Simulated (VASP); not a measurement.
Input of a VASP 6.6.1 run:

Contents of INCAR:

```
SYSTEM = Pb
  PREC = Accurate
  ENCUT = 520
  EDIFF = 1E-6
  ISMEAR = -1
  SIGMA = 0.1
  LREAL = .False.
  LASPH = .True.
  NELM = 80
  ALGO = Normal
  ISIF = 2
  LWAVE = .False.
  LCHARG = .False.
  GGA = PE
  NBANDS = 36
```

KPOINTS

```
Automatic mesh
0
Gamma
  10 10 3
  0 0 0
```

POSCAR

```
Pb
1.0
    3.5733815866      0.0000000000      0.0000000000
   -1.7866907933      3.0946392314      0.0000000000
    0.0000000000      0.0000000000     11.5476539746
Pb
4
Direct
    0.0000000000      0.0000000000      0.0000000000
    0.0000000000      0.0000000000      0.5000000000
    0.3333333333      0.6666666667      0.2500000000
    0.6666666667      0.3333333333      0.7500000000
```

Potentials or basis: VASP PAW PBE potentials, release 64 (Pb_d).

Command:

```sh
$ cat potpaw_PBE.64/Pb_d/POTCAR > POTCAR
$ mpirun -np 1 vasp_std > vasp.out
```

Q: Estimate the pressure.

A: -0.1 GPa.

Q: What does it give for the band gap on the k mesh?

A: Zero (band 28 reaches 11.99 eV, above the bottom of band 29 at 5.33 eV).

Caveat: spin-orbit coupling is left out, which moves the levels of the heavy elements.
